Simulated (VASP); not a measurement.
# Ti (P6_3/mmc) in VASP: single point with PBE+D3(BJ)

Aim: the single point of Ti with PBE+D3(BJ).

All numbers are computed with VASP 6.6.1; they aren't measurements. Logs are shortened: lines on timing, memory, paths and dates and some standing lists are left out, and cuts for length are marked.

## (1) The cell of the first run

It takes space group P6_3/mmc (No. 194, hexagonal). The conventional cell has a = 2.886 Å, b = 2.886 Å, c = 4.574 Å, α = 90.00°, β = 90.00°, γ = 120.00°. Ti (site symmetry -6m2) has 12 Ti at 2.83 to 2.89 Å within 3.7 Å.

## (2) Single point, PBE+D3(BJ)

File INCAR:

```
PREC = Accurate ; ENCUT = 500
EDIFF = 1E-6 ; ISMEAR = 0
SIGMA = 0.1 ; LREAL = False
LASPH = True ; NELM = 120
ALGO = Normal ; ISIF = 2
LWAVE = False ; LCHARG = False
GGA = PE ; IVDW = 12
NBANDS = 19 ; GGA_COMPAT = False
```

File KPOINTS:

```
regular mesh
0
Gamma
  18 18 10
```

File POSCAR:

```
Ti
1.0
    2.8863332689      0.0000000000      0.0000000000
   -1.4431666344      2.4996379346      0.0000000000
    0.0000000000      0.0000000000      4.5737022799
Ti
2
Direct
    0.3333333333      0.6666666667      0.2500000000
    0.6666666667      0.3333333333      0.7500000000
```

Potentials or basis: VASP PAW PBE potentials, release 64 (Ti_sv).

Run with:

```
$ cat potpaw_PBE.64/Ti_sv/POTCAR > POTCAR
$ mpirun -np 1 vasp_std > vasp.out
```

OUTCAR:

```text
PREC = Accurate
   ENCUT = 500
   EDIFF = 1E-6
   ISMEAR = 0
   LREAL = False
   LASPH = True
   NELM = 120
   ISIF = 2
   GGA = PE
   IVDW = 12
 IVDW          = 12

 ion  position               nearest neighbor table
   1  0.333  0.667  0.250-   2 2.83   2 2.83   2 2.83   2 2.83   2 2.83   2 2.83
   2  0.667  0.333  0.750-   1 2.83   1 2.83   1 2.83   1 2.83   1 2.83   1 2.83

  LATTYP: Found a hexagonal cell.
 ALAT       =     2.8863332689
 C/A-ratio  =     1.5846064379

  Lattice vectors:

 A1 = (   2.8863332689,   0.0000000000,   0.0000000000)
 A2 = (  -1.4431666344,   2.4996379346,   0.0000000000)
 A3 = (   0.0000000000,   0.0000000000,   4.5737022799)

Analysis of symmetry for initial positions (statically):
=====================================================================
 Subroutine PRICEL returns:
 Original cell was already a primitive cell.

 Routine SETGRP: Setting up the symmetry group for a
 hexagonal supercell.

 Subroutine GETGRP returns: Found 24 space group operations
 (whereof 12 operations were pure point group operations)
 out of a pool of 24 trial point group operations.

The static configuration has the point symmetry D_3d.
 The point group associated with its full space group is D_6h.

Analysis of symmetry for dynamics (positions and initial velocities):
=====================================================================
 Subroutine PRICEL returns:
 Original cell was already a primitive cell.

 Routine SETGRP: Setting up the symmetry group for a
 hexagonal supercell.

 Subroutine GETGRP returns: Found 24 space group operations
 (whereof 12 operations were pure point group operations)
 out of a pool of 24 trial point group operations.

The dynamic configuration has the point symmetry D_3d.
 The point group associated with its full space group is D_6h.

 Subroutine INISYM returns: Found 24 space group operations
 (whereof 12 operations are pure point group operations),
 and found     1 'primitive' translations

----------------------------------------------------------------------------------------

                                     Primitive cell

  volume of cell :      32.9983

  direct lattice vectors                    reciprocal lattice vectors
     2.886333269  0.000000000  0.000000000     0.346460338  0.200028969  0.000000000
    -1.443166634  2.499637935  0.000000000     0.000000000  0.400057939  0.000000000
     0.000000000  0.000000000  4.573702280     0.000000000  0.000000000  0.218641254

  length of vectors
     2.886333269  2.886333269  4.573702280     0.400057939  0.400057939  0.218641254
[... 81 lines left out ...]
   EDIFF  = 0.1E-05   stopping-criterion for ELM
   LREAL  =      F    real-space projection
   EDIFFG = 0.1E-04   stopping-criterion for IOM
   NSW    =      0    number of steps for IOM
   IBRION =     -1    ionic relax: 0-MD 1-quasi-New 2-CG
   NFREE  =      0    steps in history (QN), initial steepest desc. (CG)
   ISIF   =      2    stress and relaxation
   ISYM   =      2    0-nonsym 1-usesym 2-fastsym
   POTIM  = 0.5000    time-step for ionic-motion
   TEBEG  =    0.0;   TEEND  =   0.0 temperature during run
   PSTRESS=    0.0 pullay stress
   NELECT =      24.0000    total number of electrons
   NUPDOWN=      -1.0000    fix difference up-down
   EMIN   =  10.00;   EMAX   =-10.00  energy-range for DOS
   EFERMI =   0.00;   METHOD = LEGACY
   ISMEAR =     0;   SIGMA  =   0.10  broadening in eV -4-tet -1-fermi 0-gaus
   EFERMI_NEDOS =   21; number of points for ismear=-14 and -15
   IALGO  =     38    algorithm
   IMIX   =      4    mixing-type and parameters
     AMIX     =   0.40;   BMIX     =  1.00
     AMIX_MAG =   1.60;   BMIX_MAG =  1.00
  volume/ion in A,a.u.               =      16.50       111.34
  Fermi-wavevector in a.u.,A,eV,Ry     =   1.472250  2.782148 29.490881  2.167519
  Thomas-Fermi vector in A             =   2.587287
   LORBIT       =      0    0 simple, 1 ext, 2 COOP (PROOUT), +10 PAW based schemes
   GGA     = PE    functional components
   LHFCALC =     F    Hartree Fock is set to
   AEXX    =    0.0000 exact exchange contribution
   IVDW    =    12    specifies the selected vdW correction
   LEPSILON=     F    determine dielectric tensor
   LRPA    =     F    only Hartree local field effects (RPA)
 non-spin polarized calculation
 Gauss-broadening in eV      SIGMA  =   0.10
  energy-cutoff  :      500.00
  volume of cell :       33.00
 maximum number of plane-waves:       849
 NGX is ok and might be reduce to    24
   NGX = 11   NGY = 11   NGZ = 17

 number of electron      24.0000001 magnetization

 Free energy of the ion-electron system (eV)
  ---------------------------------------------------
  ext. energy  EPLUGINS =         0.00000000
  ---------------------------------------------------
  free energy    TOTEN  =       -15.64523003 eV

  energy without entropy =      -15.63629550  energy(sigma->0) =      -15.64076277

 E-fermi :   8.9002     XC(G=0): -11.7417

 val. band max:        8.8855709362   @ k =   0.3333   0.1667   0.4000
 cond. band min:       8.9034671722   @ k =   0.0556   0.0000   0.5000
 fundamental gap:      0.0178962360
 Fermi energy:         8.9002226422

 k-point     1 :       0.0000    0.0000    0.0000
  band No.  band energies     occupation
      1     -47.8873      2.00000
      2     -47.7194      2.00000
      3     -24.5361      2.00000
      4     -23.7842      2.00000
      5     -23.7842      2.00000
      6     -23.7022      2.00000
[... 505 lines left out ...]
      6     -23.9802      2.00000
[... 11 lines left out ...]
     18      12.6016      0.00000
     19      13.4015      0.00000

 [... further k-points ...]

------------------------ aborting loop because EDIFF is reached ----------------------------------------

 Edisp (eV)   -1.26948

 E8    (eV) :    -0.6028

  FORCE on cell =-STRESS in cart. coord.  units (eV):
  Direction    XX          YY          ZZ          XY          YZ          ZX
  --------------------------------------------------------------------------------------
  -------------------------------------------------------------------------------------
  Total      -0.06495    -0.06495    -0.06849    -0.00000    -0.00000     0.00000
  in kB      -3.15354    -3.15354    -3.32537    -0.00000    -0.00000     0.00000
  external pressure =       -3.21 kB  Pullay stress =        0.00 kB

 VOLUME and BASIS-vectors are now :
 -----------------------------------------------------------------------------
  energy-cutoff  :      500.00
  volume of cell :       33.00
      direct lattice vectors                 reciprocal lattice vectors
     2.886333269  0.000000000  0.000000000     0.346460338  0.200028969  0.000000000
    -1.443166634  2.499637935  0.000000000     0.000000000  0.400057939  0.000000000
     0.000000000  0.000000000  4.573702280     0.000000000  0.000000000  0.218641254

 POSITION                                       TOTAL-FORCE (eV/Angst)
 -----------------------------------------------------------------------------------
     -0.00000      1.66643      1.14343        -0.000000      0.000000      0.000000
      1.44317      0.83321      3.43028         0.000000     -0.000000      0.000000
 -----------------------------------------------------------------------------------
    total drift:                                0.000000     -0.000000      0.000000

  FREE ENERGIE OF THE ION-ELECTRON SYSTEM (eV)
  ---------------------------------------------------
  free  energy   TOTEN  =       -16.9147097230 eV

  energy  without entropy=      -16.9057751908  energy(sigma->0) =      -16.91024246
```

It took 45 s on 1 thread of Intel Xeon 6975P-C (Granite Rapids), shared host; peak memory 0.24 GiB.

Results:

```
Free energy                : -16.9147 eV
Pressure                   : -0.3 GPa
Band gap on the k mesh     : zero (bands 12 and 13 overlap by 1.13 eV)
Dispersion energy per atom : -0.635 eV
```
